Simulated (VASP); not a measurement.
# NaTb2Sc2FeO9 (P4/mmm) in VASP: single point with PBE

Aim: the single point of NaTb2Sc2FeO9 with PBE.

Everything below comes from runs of VASP 6.6.1. Logs are shortened: lines on timing, memory, paths and dates and some standing lists are left out, and cuts for length are marked.

**1. The cell of the first run**

The structure is tetragonal, space group P4/mmm (No. 123). Conventional cell: a = 3.860 Å, b = 3.860 Å, c = 12.406 Å, α = 90.00°, β = 90.00°, γ = 90.00°. Within 3.6 Å of Na (site symmetry 4/mmm) lie 12 O at 2.73 to 3.26 Å and 8 Sc at 3.39 Å. Within 3.1 Å of Tb (site symmetry 4mm) lie 12 O at 2.36 to 2.94 Å. Within 2.7 Å of Sc (site symmetry 4mm) lie 6 O at 2.02 to 2.42 Å. Fe (site symmetry 4/mmm) has 6 O at 1.77 to 1.93 Å within 2.3 Å. O (site symmetry mmm) has 2 Fe at 1.93 Å and 8 O at 2.62 to 2.73 Å within 2.8 Å. O (site symmetry 4mm) has 1 Fe at 1.77 Å within 2.3 Å. O (site symmetry 2mm) has 2 Sc at 2.03 Å and 2 Tb at 2.36 Å and 6 O at 2.64 to 2.73 Å within 2.8 Å. Within 2.8 Å of O (site symmetry 4/mmm) lie 2 Sc at 2.02 Å and 4 Na at 2.73 Å.

**2. Single point, PBE, collinear spin**

Input file INCAR:

```
  PREC = Accurate
  ENCUT = 600
  EDIFF = 1E-6
  ISMEAR = 0
  SIGMA = 0.1
  LREAL = False
  LASPH = True
  NELM = 200
  ALGO = Normal
  ISIF = 2
  LWAVE = False
  LCHARG = False
  ISPIN = 2
  MAGMOM = 0 0 0 0 0 2.66 0.21 0.26 0.26 0.21 0 0 0 0 0
  LORBIT = 11
  LMAXMIX = 6
  GGA = PE
  NBANDS = 72
  GGA_COMPAT = False
  KPAR = 4
```

Input file KPOINTS:

```
Automatic mesh
0
Gamma
  8 8 4
```

Input file POSCAR:

```
NaTb2Sc2FeO9
1.0
    3.8602685405      0.0000000000      0.0000000000
    0.0000000000      3.8602685405      0.0000000000
    0.0000000000      0.0000000000     12.4060401774
Na Tb Sc Fe O
1 2 2 1 9
Direct
    0.0000000000      0.0000000000      0.5000000000
    0.0000000000      0.0000000000      0.8210236204
    0.0000000000      0.0000000000      0.1789763796
    0.5000000000      0.5000000000      0.3374887645
    0.5000000000      0.5000000000      0.6625112355
    0.5000000000      0.5000000000      0.0000000000
    0.0000000000      0.5000000000      0.0000000000
    0.5000000000      0.5000000000      0.8576737731
    0.5000000000      0.5000000000      0.1423262269
    0.5000000000      0.0000000000      0.0000000000
    0.0000000000      0.5000000000      0.2879013827
    0.0000000000      0.5000000000      0.7120986173
    0.5000000000      0.5000000000      0.5000000000
    0.5000000000      0.0000000000      0.2879013827
    0.5000000000      0.0000000000      0.7120986173
```

Potentials or basis: VASP PAW PBE potentials, release 64 (Na_pv, Tb_3, Sc_sv, Fe, O), 4f in core.

On the command line:

```console
> cat potpaw_PBE.64/Na_pv/POTCAR potpaw_PBE.64/Tb_3/POTCAR potpaw_PBE.64/Sc_sv/POTCAR potpaw_PBE.64/Fe/POTCAR potpaw_PBE.64/O/POTCAR > POTCAR
> mpirun -np 4 vasp_std > vasp.out
```

OUTCAR:

```text
PREC = Accurate
   ENCUT = 600
   EDIFF = 1E-6
   ISMEAR = 0
   LREAL = False
   LASPH = True
   NELM = 200
   ISIF = 2
   ISPIN = 2
   LORBIT = 11
   GGA = PE

 ion  position               nearest neighbor table
   1  0.000  0.000  0.500-
   2  0.000  0.000  0.821-  12 2.36  15 2.36  12 2.36  15 2.36   8 2.77   8 2.77   8 2.77   8 2.77
                             5 3.36   5 3.36   5 3.36   5 3.36
   3  0.000  0.000  0.179-  11 2.36  14 2.36  11 2.36  14 2.36   9 2.77   9 2.77   9 2.77   9 2.77
                             4 3.36   4 3.36   4 3.36   4 3.36
   4  0.500  0.500  0.337-  13 2.02  11 2.03  14 2.03  14 2.03  11 2.03   9 2.42   3 3.36   3 3.36
                             3 3.36   3 3.36
   5  0.500  0.500  0.663-  13 2.02  12 2.03  15 2.03  15 2.03  12 2.03   8 2.42   2 3.36   2 3.36
                             2 3.36   2 3.36
   6  0.500  0.500  0.000-   8 1.77   9 1.77   7 1.93  10 1.93  10 1.93   7 1.93
   7  0.000  0.500  0.000-   6 1.93   6 1.93
   8  0.500  0.500  0.858-   6 1.77   5 2.42   2 2.77   2 2.77   2 2.77   2 2.77
   9  0.500  0.500  0.142-   6 1.77   4 2.42   3 2.77   3 2.77   3 2.77   3 2.77
  10  0.500  0.000  0.000-   6 1.93   6 1.93
  11  0.000  0.500  0.288-   4 2.03   4 2.03   3 2.36   3 2.36
  12  0.000  0.500  0.712-   5 2.03   5 2.03   2 2.36   2 2.36
  13  0.500  0.500  0.500-   4 2.02   5 2.02
  14  0.500  0.000  0.288-   4 2.03   4 2.03   3 2.36   3 2.36
  15  0.500  0.000  0.712-   5 2.03   5 2.03   2 2.36   2 2.36

  LATTYP: Found a simple tetragonal cell.
 ALAT       =     3.8602685405
 C/A-ratio  =     3.2137764633

  Lattice vectors:

 A1 = (   3.8602685405,   0.0000000000,   0.0000000000)
 A2 = (   0.0000000000,   3.8602685405,   0.0000000000)
 A3 = (   0.0000000000,   0.0000000000,  12.4060401774)

Analysis of symmetry for initial positions (statically):
=====================================================================
 Subroutine PRICEL returns:
 Original cell was already a primitive cell.

 Routine SETGRP: Setting up the symmetry group for a
 simple tetragonal supercell.

 Subroutine GETGRP returns: Found 16 space group operations
 (whereof 16 operations were pure point group operations)
 out of a pool of 16 trial point group operations.

The static configuration has the point symmetry D_4h.

Analysis of symmetry for dynamics (positions and initial velocities):
=====================================================================
 Subroutine PRICEL returns:
 Original cell was already a primitive cell.

 Routine SETGRP: Setting up the symmetry group for a
 simple tetragonal supercell.

 Subroutine GETGRP returns: Found 16 space group operations
 (whereof 16 operations were pure point group operations)
 out of a pool of 16 trial point group operations.

The dynamic configuration has the point symmetry D_4h.

Analysis of structural, dynamic, and magnetic symmetry:
=====================================================================
 Subroutine PRICEL returns:
 Original cell was already a primitive cell.

 Routine SETGRP: Setting up the symmetry group for a
 simple tetragonal supercell.

 Subroutine GETGRP returns: Found 16 space group operations
 (whereof 16 operations were pure point group operations)
 out of a pool of 16 trial point group operations.

The overall configuration has the point symmetry D_4h.

 Subroutine INISYM returns: Found 16 space group operations
 (whereof 16 operations are pure point group operations),
 and found     1 'primitive' translations

----------------------------------------------------------------------------------------

                                     Primitive cell

  volume of cell :     184.8708

  direct lattice vectors                    reciprocal lattice vectors
     3.860268540  0.000000000  0.000000000     0.259049335  0.000000000  0.000000000
     0.000000000  3.860268540  0.000000000     0.000000000  0.259049335  0.000000000
     0.000000000  0.000000000 12.406040177     0.000000000  0.000000000  0.080605897

  length of vectors
     3.860268540  3.860268540 12.406040177     0.259049335  0.259049335  0.080605897

  position of ions in fractional coordinates (direct lattice)
     0.000000000  0.000000000  0.500000000
     0.000000000  0.000000000  0.821023620
     0.000000000  0.000000000  0.178976380
     0.500000000  0.500000000  0.337488765
     0.500000000  0.500000000  0.662511235
     0.500000000  0.500000000  0.000000000
     0.000000000  0.500000000  0.000000000
     0.500000000  0.500000000  0.857673773
     0.500000000  0.500000000  0.142326227
     0.500000000  0.000000000  0.000000000
     0.000000000  0.500000000  0.287901383
[... 78 lines left out ...]
   total plane-waves  NPLWV = 102400
   dimension x,y,z NGX =    32 NGY =   32 NGZ =  100
   dimension x,y,z NGXF=    64 NGYF=   64 NGZF=  200
   ions per type =               1   2   2   1   9
   NGX,Y,Z   is equivalent  to a cutoff of  13.78, 13.78, 13.40 a.u.
   NGXF,Y,Z  is equivalent  to a cutoff of  27.56, 27.56, 26.80 a.u.
 SYSTEM =  unknown system
   PREC   = accura    normal or accurate (medium, high low for compatibility)
   ISTART =      0    job   : 0-new  1-cont  2-samecut
   ICHARG =      2    charge: 1-file 2-atom 10-const
   ISPIN  =      2    spin polarized calculation?
   LNONCOLLINEAR =      F non collinear calculations
   LSORBIT =      F    spin-orbit coupling
   LASPH  =      T    aspherical Exc in radial PAW
   ENCUT  =  600.0 eV  44.10 Ry    6.64 a.u.   7.71  7.71 24.78*2*pi/ulx,y,z
   NELM   =    200;   NELMIN=  2; NELMDL= -5     # of ELM steps
   EDIFF  = 0.1E-05   stopping-criterion for ELM
   LREAL  =      F    real-space projection
   EDIFFG = 0.1E-04   stopping-criterion for IOM
   NSW    =      0    number of steps for IOM
   IBRION =     -1    ionic relax: 0-MD 1-quasi-New 2-CG
   NFREE  =      0    steps in history (QN), initial steepest desc. (CG)
   ISIF   =      2    stress and relaxation
   ISYM   =      2    0-nonsym 1-usesym 2-fastsym
   POTIM  = 0.5000    time-step for ionic-motion
   TEBEG  =    0.0;   TEEND  =   0.0 temperature during run
   PSTRESS=    0.0 pullay stress
   NELECT =     109.0000    total number of electrons
   NUPDOWN=      -1.0000    fix difference up-down
   EMIN   =  10.00;   EMAX   =-10.00  energy-range for DOS
   EFERMI =   0.00;   METHOD = LEGACY
   ISMEAR =     0;   SIGMA  =   0.10  broadening in eV -4-tet -1-fermi 0-gaus
   EFERMI_NEDOS =   21; number of points for ismear=-14 and -15
   IALGO  =     38    algorithm
   IMIX   =      4    mixing-type and parameters
     AMIX     =   0.40;   BMIX     =  1.00
     AMIX_MAG =   1.60;   BMIX_MAG =  1.00
  volume/ion in A,a.u.               =      12.32        83.17
  Fermi-wavevector in a.u.,A,eV,Ry     =   1.372759  2.594138 25.639729  1.884467
  Thomas-Fermi vector in A             =   2.498337
   LORBIT       =     11    0 simple, 1 ext, 2 COOP (PROOUT), +10 PAW based schemes
   GGA     = PE    functional components
   LHFCALC =     F    Hartree Fock is set to
   AEXX    =    0.0000 exact exchange contribution
   IVDW    =     0    specifies the selected vdW correction
   LEPSILON=     F    determine dielectric tensor
   LRPA    =     F    only Hartree local field effects (RPA)
 spin polarized calculation
 Gauss-broadening in eV      SIGMA  =   0.10
  energy-cutoff  :      600.00
  volume of cell :      184.87
 maximum number of plane-waves:      6202
 NGX is ok and might be reduce to    32
   NGX = 15   NGY = 15   NGZ = 49

 number of electron     108.9999998 magnetization       3.5897717

 Free energy of the ion-electron system (eV)
  ---------------------------------------------------
  ext. energy  EPLUGINS =         0.00000000
  ---------------------------------------------------
  free energy    TOTEN  =      -115.63436656 eV

  energy without entropy =     -115.62165111  energy(sigma->0) =     -115.62800883

 E-fermi :   2.7314     XC(G=0): -10.8097

 val. band max:        2.7274913097   @ k =   0.3750   0.3750   0.0000
 cond. band min:       2.7358510639   @ k =   0.3750   0.3750   0.2500
 fundamental gap:      0.0083597542
 Fermi energy:         2.7313727067

 spin component 1

 k-point     1 :       0.0000    0.0000    0.0000
  band No.  band energies     occupation
      1     -44.1711      1.00000
      2     -44.1694      1.00000
      3     -23.0525      1.00000
      4     -22.9535      1.00000
      5     -22.9195      1.00000
      6     -22.9195      1.00000
[... 1645 lines left out ...]
     65       8.5931      0.00000
     66       8.7541      0.00000

 [... further k-points ...]

 spin component 2

 k-point     1 :       0.0000    0.0000    0.0000
  band No.  band energies     occupation
      1     -44.1711      1.00000
      2     -44.1694      1.00000
      3     -23.0532      1.00000
      4     -22.9542      1.00000
      5     -22.9188      1.00000
      6     -22.9188      1.00000
[... 1645 lines left out ...]
     65       8.6510      0.00000
     66       8.7959      0.00000

 [... further k-points ...]

 [bands above 66 left out]

------------------------ aborting loop because EDIFF is reached ----------------------------------------

  FORCE on cell =-STRESS in cart. coord.  units (eV):
  Direction    XX          YY          ZZ          XY          YZ          ZX
  --------------------------------------------------------------------------------------
  -------------------------------------------------------------------------------------
  Total        0.6926145      0.6926145      0.9255074      0.0000000      0.0000000      0.0000000
  in kB        6.0025249      6.0025249      8.0208848      0.0000000      0.0000000      0.0000000
  external PRESSURE =       6.6753115 kB  Pullay stress =       0.0000000 kB

 VOLUME and BASIS-vectors are now :
 -----------------------------------------------------------------------------
  energy-cutoff  :      600.00
  volume of cell :      184.87
      direct lattice vectors                 reciprocal lattice vectors
     3.860268540  0.000000000  0.000000000     0.259049335  0.000000000  0.000000000
     0.000000000  3.860268540  0.000000000     0.000000000  0.259049335  0.000000000
     0.000000000  0.000000000 12.406040177     0.000000000  0.000000000  0.080605897

 POSITION                                       TOTAL-FORCE (eV/Angst)
 -----------------------------------------------------------------------------------
      0.00000      0.00000      6.20302        -0.000000     -0.000000      0.000000
      0.00000      0.00000     10.18565        -0.000000     -0.000000      0.137978
      0.00000      0.00000      2.22039        -0.000000     -0.000000     -0.137978
      1.93013      1.93013      4.18690        -0.000000      0.000000      0.043794
      1.93013      1.93013      8.21914         0.000000      0.000000     -0.043794
      1.93013      1.93013      0.00000        -0.000000     -0.000000      0.000000
      0.00000      1.93013      0.00000        -0.000000     -0.000000      0.000000
      1.93013      1.93013     10.64034         0.000000     -0.000000     -0.190686
      1.93013      1.93013      1.76570        -0.000000      0.000000      0.190686
      1.93013      0.00000      0.00000        -0.000000     -0.000000      0.000000
      0.00000      1.93013      3.57172        -0.000000      0.000000     -0.009740
      0.00000      1.93013      8.83432        -0.000000     -0.000000      0.009740
      1.93013      1.93013      6.20302        -0.000000     -0.000000      0.000000
      1.93013      0.00000      3.57172         0.000000     -0.000000     -0.009740
      1.93013      0.00000      8.83432         0.000000     -0.000000      0.009740
 -----------------------------------------------------------------------------------
    total drift:                                0.000000     -0.000000      0.000000

  FREE ENERGIE OF THE ION-ELECTRON SYSTEM (eV)
  ---------------------------------------------------
  free  energy   TOTEN  =      -115.6343665564 eV

  energy  without entropy=     -115.6216511085  energy(sigma->0) =     -115.62800883

 total charge

# of ion       s       p       d       tot
------------------------------------------
    1        0.037   5.969   0.000   6.006
    2        0.218   6.442   1.034   7.695
    3        0.218   6.442   1.034   7.695
    4        2.239   6.297   1.207   9.743
    5        2.239   6.297   1.207   9.743
    6        0.470   0.827   6.072   7.368
    7        1.570   3.374   0.000   4.944
    8        1.577   3.405   0.000   4.982
    9        1.577   3.405   0.000   4.982
   10        1.570   3.374   0.000   4.944
   11        1.561   3.520   0.000   5.081
   12        1.561   3.520   0.000   5.081
   13        1.555   3.451   0.000   5.006
   14        1.561   3.520   0.000   5.081
   15        1.561   3.520   0.000   5.081
--------------------------------------------------
tot         19.515  63.361  10.555  93.431

 magnetization (x)

# of ion       s       p       d       tot
------------------------------------------
    1       -0.000   0.000   0.000  -0.000
    2        0.001   0.005   0.006   0.012
    3        0.001   0.005   0.006   0.012
    4        0.000   0.001  -0.001   0.000
    5        0.000   0.001  -0.001   0.000
    6        0.012   0.004   2.490   2.506
    7        0.008   0.136   0.000   0.144
    8        0.003   0.212   0.000   0.215
    9        0.003   0.212   0.000   0.215
   10        0.008   0.136   0.000   0.144
   11        0.001   0.020   0.000   0.021
   12        0.001   0.020   0.000   0.021
   13       -0.000   0.001   0.000   0.001
   14        0.001   0.020   0.000   0.021
   15        0.001   0.020   0.000   0.021
--------------------------------------------------
tot          0.038   0.795   2.501   3.334
```

It took 23 min on 4 MPI ranks of AMD EPYC 7R43 (Zen 3), shared host; peak memory 1.1 GiB.

What came out:

```yaml
Free_energy: -115.6344 eV
Pressure: 0.7 GPa
Largest_force: 0.191 eV/Å
Net_moment: 3.59 μB per cell
Site_moments: Na -0.00; Tb +0.01; Sc +0.00; Fe +2.51; O +0.14, +0.21, +0.02, +0.00 (each value once) μB
Valence_electrons_inside_the_program's_atomic_spheres: Na 6.01; Tb 7.70; Sc 9.74; Fe 7.37; O 4.94, 4.98, 5.08, 5.01 (each value once)
```

Forces on the atoms (eV/Å):
```
Na   0.000  0.000  0.000
Tb   0.000  0.000  0.138
Tb   0.000  0.000 -0.138
Sc   0.000  0.000  0.044
Sc   0.000  0.000 -0.044
Fe   0.000  0.000  0.000
O    0.000  0.000  0.000
O    0.000  0.000 -0.191
O    0.000  0.000  0.191
O    0.000  0.000  0.000
O    0.000  0.000 -0.010
O    0.000  0.000  0.010
O    0.000  0.000  0.000
O    0.000  0.000 -0.010
O    0.000  0.000  0.010
```

Levels at points of the mesh, in eV from the Fermi level:
Spin up:
```csv
k point,band 54,band 55,band 56,band 57,band 58,band 59
"(0.00, 0.00, 0.00)",-0.41,-0.41,-0.23,-0.23,1.03,3.48
"(0.50, 0.00, 0.00)",-0.71,-0.56,-0.52,-0.26,2.88,4.38
"(0.50, 0.50, 0.00)",-0.40,-0.26,-0.26,2.75,2.90,4.96
"(0.00, 0.00, 0.50)",-0.48,-0.48,-0.19,-0.19,1.10,3.57
"(0.50, 0.00, 0.50)",-0.75,-0.54,-0.49,-0.16,2.94,4.32
"(0.50, 0.50, 0.50)",-0.40,-0.20,-0.20,2.84,2.90,4.96
```
Spin down:
```csv
k point,band 51,band 52,band 53,band 54,band 55,band 56
"(0.00, 0.00, 0.00)",-0.60,-0.44,-0.22,-0.22,0.40,1.33
"(0.50, 0.00, 0.00)",-0.56,-0.47,0.03,1.14,1.19,1.25
"(0.50, 0.50, 0.00)",0.08,0.13,0.13,1.25,1.39,1.39
"(0.00, 0.00, 0.50)",-0.67,-0.44,-0.27,-0.27,0.40,1.33
"(0.50, 0.00, 0.50)",-0.66,-0.61,0.06,1.14,1.19,1.26
"(0.50, 0.50, 0.50)",0.08,0.16,0.16,1.25,1.39,1.39
```

Caveat: the magnetic or orbital state may not be the lowest; spin-orbit coupling is left out, which moves the levels of the heavy elements; the 4f electrons are frozen in the core, so they carry no moment and show no levels; a cell with one magnetic atom can't hold antiferromagnetic order, which such compounds often take; semilocal functionals often make such compounds metallic where correlation or magnetic order opens a gap, which also shifts bond lengths.
